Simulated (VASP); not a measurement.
# KBr (I4/mmm) in VASP: further runs

The runs below take KBr through single point, with r2SCAN.

All numbers are computed with VASP 6.6.1; they aren't measurements. Logs are shortened: lines on timing, memory, paths and dates and some standing lists are left out, and cuts for length are marked.

### Step 1. The cell of the first run

The structure is tetragonal, space group I4/mmm (No. 139). The conventional cell has a = 4.586 Å, b = 4.586 Å, c = 6.585 Å, α = 90.00°, β = 90.00°, γ = 90.00°. Within 4.3 Å of K (site symmetry 4/mmm) lie 6 Br at 3.24 to 3.29 Å. Within 4.3 Å of Br (site symmetry 4/mmm) lie 6 K at 3.24 to 3.29 Å.

### Step 2. Single point, r2SCAN (strain -0.015 along x and y, +0.000 along z)

POSCAR

```
KBr
1.0
    0.0000000000      3.2431125000      3.2925000000
    3.2431125000      0.0000000000      3.2925000000
    3.2431125000      3.2431125000      0.0000000000
K Br
1 1
Direct
    0.0000000000      0.0000000000      0.0000000000
    0.5000000000      0.5000000000      0.5000000000
```

INCAR.step1

```
SYSTEM = KBr
  PREC = Accurate
  ENCUT = 520
  ISMEAR = 0
  SIGMA = 0.05
  LREAL = .False.
  LASPH = .True.
  NELM = 60
  NBANDS = 15
  GGA = PE
  ALGO = Normal
  EDIFF = 1E-4
  LWAVE = .True.
  LCHARG = .False.
```

INCAR.step2

```
SYSTEM = KBr
  PREC = Accurate
  ENCUT = 520
  EDIFF = 1E-7
  ISMEAR = 0
  SIGMA = 0.05
  LREAL = .False.
  LASPH = .True.
  NELM = 60
  ALGO = Normal
  ISIF = 2
  LWAVE = .False.
  LCHARG = .False.
  METAGGA = R2SCAN
  LMIXTAU = .True.
  NBANDS = 15
  ISTART = 1
```

KPOINTS

```
Automatic mesh
0
Gamma
  6 6 6
  0 0 0
```

Potentials or basis: VASP PAW PBE potentials, release 64 (K_sv, Br).

The run is started by

```console
cat potpaw_PBE.64/K_sv/POTCAR potpaw_PBE.64/Br/POTCAR > POTCAR
cp INCAR.step1 INCAR
mpirun -np 1 vasp_std > vasp.out
cp INCAR.step2 INCAR
mpirun -np 1 vasp_std > vasp.out
```

OUTCAR:

```text
SYSTEM = KBr
   PREC = Accurate
   ENCUT = 520
   EDIFF = 1E-7
   ISMEAR = 0
   LREAL = .False.
   LASPH = .True.
   NELM = 60
   ISIF = 2
   METAGGA = R2SCAN
   ISTART = 1

 ion  position               nearest neighbor table
   1  0.000  0.000  0.000-   2 3.24   2 3.24   2 3.24   2 3.24   2 3.29   2 3.29
   2  0.500  0.500  0.500-   1 3.24   1 3.24   1 3.24   1 3.24   1 3.29   1 3.29

  LATTYP: Found a body centered tetragonal cell.
 ALAT       =     4.5864536818
 C/A-ratio  =     1.4357498095

  Lattice vectors:

 A1 = (  -3.2431125000,   0.0000000000,   3.2925000000)
 A2 = (   3.2431125000,   0.0000000000,   3.2925000000)
 A3 = (   0.0000000000,   3.2431125000,  -3.2925000000)

Analysis of symmetry for initial positions (statically):
=====================================================================
 Subroutine PRICEL returns:
 Original cell was already a primitive cell.

 Routine SETGRP: Setting up the symmetry group for a
 body centered tetragonal supercell.

 Subroutine GETGRP returns: Found 16 space group operations
 (whereof 16 operations were pure point group operations)
 out of a pool of 16 trial point group operations.

The static configuration has the point symmetry D_4h.

Analysis of symmetry for dynamics (positions and initial velocities):
=====================================================================
 Subroutine PRICEL returns:
 Original cell was already a primitive cell.

 Routine SETGRP: Setting up the symmetry group for a
 body centered tetragonal supercell.

 Subroutine GETGRP returns: Found 16 space group operations
 (whereof 16 operations were pure point group operations)
 out of a pool of 16 trial point group operations.

The dynamic configuration has the point symmetry D_4h.

 Subroutine INISYM returns: Found 16 space group operations
 (whereof 16 operations are pure point group operations),
 and found     1 'primitive' translations

----------------------------------------------------------------------------------------

                                     Primitive cell

  volume of cell :      69.2596

  direct lattice vectors                    reciprocal lattice vectors
     0.000000000  3.243112500  3.292500000    -0.154172882  0.154172882  0.151860289
     3.243112500  0.000000000  3.292500000     0.154172882 -0.154172882  0.151860289
     3.243112500  3.243112500  0.000000000     0.154172882  0.154172882 -0.151860289

  length of vectors
     4.621507864  4.621507864  4.586453682     0.265706797  0.265706797  0.265706797

[... 91 lines left out ...]
   NELECT =      16.0000    total number of electrons
   NUPDOWN=      -1.0000    fix difference up-down
   EMIN   =  10.00;   EMAX   =-10.00  energy-range for DOS
   EFERMI =   0.00;   METHOD = LEGACY
   ISMEAR =     0;   SIGMA  =   0.05  broadening in eV -4-tet -1-fermi 0-gaus
   EFERMI_NEDOS =   21; number of points for ismear=-14 and -15
   IALGO  =     38    algorithm
   IMIX   =      4    mixing-type and parameters
     AMIX     =   0.40;   BMIX     =  1.00
     AMIX_MAG =   1.60;   BMIX_MAG =  1.00
  volume/ion in A,a.u.               =      34.63       233.69
  Fermi-wavevector in a.u.,A,eV,Ry     =   1.004511  1.898251 13.728867  1.009043
  Thomas-Fermi vector in A             =   2.137132
   LORBIT       =      0    0 simple, 1 ext, 2 COOP (PROOUT), +10 PAW based schemes
   METAGGA = R2SCAN    functional components
   LHFCALC =     F    Hartree Fock is set to
   AEXX    =    0.0000 exact exchange contribution
   IVDW    =     0    specifies the selected vdW correction
   LEPSILON=     F    determine dielectric tensor
   LRPA    =     F    only Hartree local field effects (RPA)
 non-spin polarized calculation
 Gauss-broadening in eV      SIGMA  =   0.05
  energy-cutoff  :      520.00
  volume of cell :       69.26
 maximum number of plane-waves:      1891
 NGX is ok and might be reduce to    36
   NGX = 17   NGY = 17   NGZ = 17

 number of electron      16.0000001 magnetization

 Free energy of the ion-electron system (eV)
  ---------------------------------------------------
  ext. energy  EPLUGINS =         0.00000000
  ---------------------------------------------------
  free energy    TOTEN  =       -23.24053439 eV

  energy without entropy =      -23.24053439  energy(sigma->0) =      -23.24053439

 E-fermi :  -1.7312     XC(G=0):  -7.9102

 val. band max:       -1.9945587687   @ k =   0.0000   0.0000   0.0000
 cond. band min:       3.1888878450   @ k =   0.0000   0.0000   0.0000
 fundamental gap:      5.1834466137
 Fermi energy:        -1.7311559399

 k-point     1 :       0.0000    0.0000    0.0000
  band No.  band energies     occupation
      1     -30.8031      2.00000
      2     -14.7748      2.00000
      3     -13.5131      2.00000
      4     -13.5125      2.00000
      5     -13.5125      2.00000
      6      -2.0057      2.00000
      7      -1.9946      2.00000
      8      -1.9946      2.00000
      9       3.1889      0.00000
     10       6.1752      0.00000
     11       6.2716      0.00000
     12       6.2716      0.00000
     13       7.2080      0.00000
     14       7.2811      0.00000
[... 401 lines left out ...]
      2     -14.7486      2.00000
      3     -13.5791      2.00000
      4     -13.5457      2.00000
      5     -13.4747      2.00000
      6      -2.8486      2.00000
      7      -2.4539      2.00000
      8      -2.3208      2.00000
      9       4.7702      0.00000
     10       6.3718      0.00000
     11       7.7963      0.00000
     12       8.4787      0.00000
     13       8.7913      0.00000
     14       9.3567      0.00000
     15       9.9536      0.00000

 [... further k-points ...]

------------------------ aborting loop because EDIFF is reached ----------------------------------------

  FORCE on cell =-STRESS in cart. coord.  units (eV):
  Direction    XX          YY          ZZ          XY          YZ          ZX
  --------------------------------------------------------------------------------------
  -------------------------------------------------------------------------------------
  Total        0.4096550      0.4096550      0.1392100      0.0000000      0.0000000     -0.0000000
  in kB        9.4765244      9.4765244      3.2203358      0.0000000      0.0000000     -0.0000000
  external PRESSURE =       7.3911282 kB  Pullay stress =       0.0000000 kB

 VOLUME and BASIS-vectors are now :
 -----------------------------------------------------------------------------
  energy-cutoff  :      520.00
  volume of cell :       69.26
      direct lattice vectors                 reciprocal lattice vectors
     0.000000000  3.243112500  3.292500000    -0.154172882  0.154172882  0.151860289
     3.243112500  0.000000000  3.292500000     0.154172882 -0.154172882  0.151860289
     3.243112500  3.243112500  0.000000000     0.154172882  0.154172882 -0.151860289

 POSITION                                       TOTAL-FORCE (eV/Angst)
 -----------------------------------------------------------------------------------
      0.00000      0.00000      0.00000        -0.000000      0.000000      0.000000
      3.24311      3.24311      3.29250         0.000000     -0.000000      0.000000
 -----------------------------------------------------------------------------------
    total drift:                                0.000000      0.000000      0.000000

  FREE ENERGIE OF THE ION-ELECTRON SYSTEM (eV)
  ---------------------------------------------------
  free  energy   TOTEN  =       -23.2405343934 eV

  energy  without entropy=      -23.2405343934  energy(sigma->0) =      -23.24053439
```

OUTCAR.step1:

```text
SYSTEM = KBr
   PREC = Accurate
   ENCUT = 520
   ISMEAR = 0
   LREAL = .False.
   LASPH = .True.
[... 655 lines left out ...]
      0.00000      0.00000      0.00000         0.000000     -0.000000      0.000000
      3.24311      3.24311      3.29250        -0.000000      0.000000      0.000000
 -----------------------------------------------------------------------------------
    total drift:                                0.000000      0.000000      0.000000

  FREE ENERGIE OF THE ION-ELECTRON SYSTEM (eV)
  ---------------------------------------------------
  free  energy   TOTEN  =        -6.1957956285 eV

  energy  without entropy=       -6.1957956285  energy(sigma->0) =       -6.19579563
```

OSZICAR.step1:

```text
N       E                     dE             d eps       ncg     rms          rms(c)
DAV:   1     0.102643381965E+03    0.10264E+03   -0.69705E+03   900   0.944E+02
DAV:   2     0.542842612017E-01   -0.10259E+03   -0.94702E+02  1146   0.233E+02
DAV:   3    -0.614208912581E+01   -0.61964E+01   -0.61673E+01  1245   0.511E+01
DAV:   4    -0.635926004472E+01   -0.21717E+00   -0.21711E+00  1367   0.810E+00
DAV:   5    -0.636107794594E+01   -0.18179E-02   -0.18179E-02  1252   0.797E-01    0.333E+00
DAV:   6    -0.619650968600E+01    0.16457E+00   -0.20927E-01  1131   0.224E+00    0.244E+00
DAV:   7    -0.618637729487E+01    0.10132E-01   -0.10664E-01  1208   0.178E+00    0.107E+00
DAV:   8    -0.619474606245E+01   -0.83688E-02   -0.11340E-02  1013   0.790E-01    0.115E-01
DAV:   9    -0.619549849953E+01   -0.75244E-03   -0.71060E-04  1236   0.165E-01    0.751E-02
DAV:  10    -0.619577873297E+01   -0.28023E-03   -0.27124E-04   920   0.960E-02    0.107E-02
DAV:  11    -0.619579562855E+01   -0.16896E-04   -0.21034E-05   884   0.298E-02
   1 F= -.61957956E+01 E0= -.61957956E+01  d E =-.625505E-12
```

It took 97 s on 1 thread of AMD EPYC 9R45 (Zen 5), shared host; peak memory 0.2 GiB.

Results:

```
Free energy            : -23.2405 eV
Pressure               : 0.7 GPa
Band gap on the k mesh : 5.18 eV
```

Caveat: the cell differs from its parent crystal (strain -0.015 along x and y, +0.000 along z); the PAW data sets were made with another functional, which shifts forces and pressure a little.

### Step 3. Single point, r2SCAN (strain +0.000 along x and y, -0.015 along z)

POSCAR

```
KBr
1.0
    0.0000000000      3.2925000000      3.2431125000
    3.2925000000      0.0000000000      3.2431125000
    3.2925000000      3.2925000000      0.0000000000
K Br
1 1
Direct
    0.0000000000      0.0000000000      0.0000000000
    0.5000000000      0.5000000000      0.5000000000
```

INCAR.step1

```
SYSTEM = KBr
  ALGO = Normal
  EDIFF = 1E-4
  ENCUT = 520
  GGA = PE
  ISMEAR = 0
  LASPH = .TRUE.
  LCHARG = .FALSE.
  LREAL = .FALSE.
  LWAVE = .TRUE.
  NBANDS = 15
  NELM = 60
  PREC = Accurate
  SIGMA = 0.05
```

INCAR.step2

```
SYSTEM = KBr
  ALGO = Normal
  EDIFF = 1E-6
  ENCUT = 520
  ISIF = 2
  ISMEAR = 0
  ISTART = 1
  LASPH = .TRUE.
  LCHARG = .TRUE.
  LELF = .TRUE.
  LMIXTAU = .TRUE.
  LREAL = .FALSE.
  LVHAR = .TRUE.
  LWAVE = .FALSE.
  METAGGA = R2SCAN
  NBANDS = 15
  NELM = 60
  PREC = Accurate
  SIGMA = 0.05
```

KPOINTS

```
k-points
0
G
  6 6 6
  0 0 0
```

Potentials or basis: VASP PAW PBE potentials, release 64 (K_sv, Br).

The run is started by

```console
cat potpaw_PBE.64/K_sv/POTCAR potpaw_PBE.64/Br/POTCAR > POTCAR
cp INCAR.step1 INCAR
mpirun -np 1 vasp_std > vasp.out
cp INCAR.step2 INCAR
mpirun -np 1 vasp_std > vasp.out
```

OUTCAR:

```text
SYSTEM = KBr
   EDIFF = 1E-6
   ENCUT = 520
   ISIF = 2
   ISMEAR = 0
   ISTART = 1
   LASPH = .TRUE.
   LREAL = .FALSE.
   METAGGA = R2SCAN
   NELM = 60
   PREC = Accurate

 ion  position               nearest neighbor table
   1  0.000  0.000  0.000-   2 3.24   2 3.24   2 3.29   2 3.29   2 3.29   2 3.29
   2  0.500  0.500  0.500-   1 3.24   1 3.24   1 3.29   1 3.29   1 3.29   1 3.29

  LATTYP: Found a body centered tetragonal cell.
 ALAT       =     4.6562981541
 C/A-ratio  =     1.3930003589

  Lattice vectors:

[... 621 lines left out ...]

  FORCE on cell =-STRESS in cart. coord.  units (eV):
  Direction    XX          YY          ZZ          XY          YZ          ZX
  --------------------------------------------------------------------------------------
  -------------------------------------------------------------------------------------
  Total        0.1096525      0.1096525      0.3791819      0.0000000      0.0000000     -0.0000000
  in kB        2.4985362      2.4985362      8.6400168      0.0000000      0.0000000     -0.0000000
  external PRESSURE =       4.5456964 kB  Pullay stress =       0.0000000 kB

 VOLUME and BASIS-vectors are now :
 -----------------------------------------------------------------------------
  energy-cutoff  :      520.00
  volume of cell :       70.31
      direct lattice vectors                 reciprocal lattice vectors
     0.000000000  3.292500000  3.243112500    -0.151860289  0.151860289  0.154172882
     3.292500000  0.000000000  3.243112500     0.151860289 -0.151860289  0.154172882
     3.292500000  3.292500000  0.000000000     0.151860289  0.151860289 -0.154172882

 POSITION                                       TOTAL-FORCE (eV/Angst)
 -----------------------------------------------------------------------------------
      0.00000      0.00000      0.00000         0.000000     -0.000000      0.000000
      3.29250      3.29250      3.24311        -0.000000      0.000000     -0.000000
 -----------------------------------------------------------------------------------
    total drift:                                0.000000      0.000000      0.000000

  FREE ENERGIE OF THE ION-ELECTRON SYSTEM (eV)
  ---------------------------------------------------
  free  energy   TOTEN  =       -23.2445742591 eV

  energy  without entropy=      -23.2445742591  energy(sigma->0) =      -23.24457426
```

OUTCAR.step1:

```text
SYSTEM = KBr
   EDIFF = 1E-4
   ENCUT = 520
   GGA = PE
   ISMEAR = 0
   LASPH = .TRUE.
   LREAL = .FALSE.
[... 654 lines left out ...]
      0.00000      0.00000      0.00000         0.000000     -0.000000      0.000000
      3.29250      3.29250      3.24311        -0.000000      0.000000      0.000000
 -----------------------------------------------------------------------------------
    total drift:                                0.000000      0.000000      0.000000

  FREE ENERGIE OF THE ION-ELECTRON SYSTEM (eV)
  ---------------------------------------------------
  free  energy   TOTEN  =        -6.2044384986 eV

  energy  without entropy=       -6.2044384986  energy(sigma->0) =       -6.20443850
```

OSZICAR.step1:

```text
N       E                     dE             d eps       ncg     rms          rms(c)
DAV:   1     0.977833448667E+02    0.97783E+02   -0.68547E+03   900   0.937E+02
DAV:   2    -0.426252158522E+00   -0.98210E+02   -0.90791E+02  1181   0.229E+02
DAV:   3    -0.613806908694E+01   -0.57118E+01   -0.56801E+01  1258   0.488E+01
DAV:   4    -0.637058732678E+01   -0.23252E+00   -0.23248E+00  1343   0.845E+00
DAV:   5    -0.637266225989E+01   -0.20749E-02   -0.20749E-02  1230   0.905E-01    0.324E+00
DAV:   6    -0.620527192110E+01    0.16739E+00   -0.21168E-01  1124   0.224E+00    0.237E+00
DAV:   7    -0.619477380596E+01    0.10498E-01   -0.10747E-01  1222   0.177E+00    0.105E+00
DAV:   8    -0.620337087221E+01   -0.85971E-02   -0.11546E-02   990   0.790E-01    0.116E-01
DAV:   9    -0.620412987496E+01   -0.75900E-03   -0.75419E-04  1229   0.169E-01    0.766E-02
DAV:  10    -0.620442071386E+01   -0.29084E-03   -0.28654E-04   934   0.979E-02    0.113E-02
DAV:  11    -0.620443849856E+01   -0.17785E-04   -0.22789E-05   870   0.306E-02
   1 F= -.62044385E+01 E0= -.62044385E+01  d E =-.125253E-21
```

It took 88 s on 1 thread of AMD EPYC 9R45 (Zen 5), shared host; peak memory 0.2 GiB.

What came out:

```yaml
Free_energy: -23.2446 eV
Pressure: 0.5 GPa
Band_gap_on_the_k_mesh: 5.14 eV
```

Stress tensor (GPa, compression positive):
```
0.25 0.00 0.00
0.00 0.25 0.00
0.00 0.00 0.86
```

Caveat: the cell differs from its parent crystal (strain +0.000 along x and y, -0.015 along z); the PAW data sets were made with another functional, which shifts forces and pressure a little.
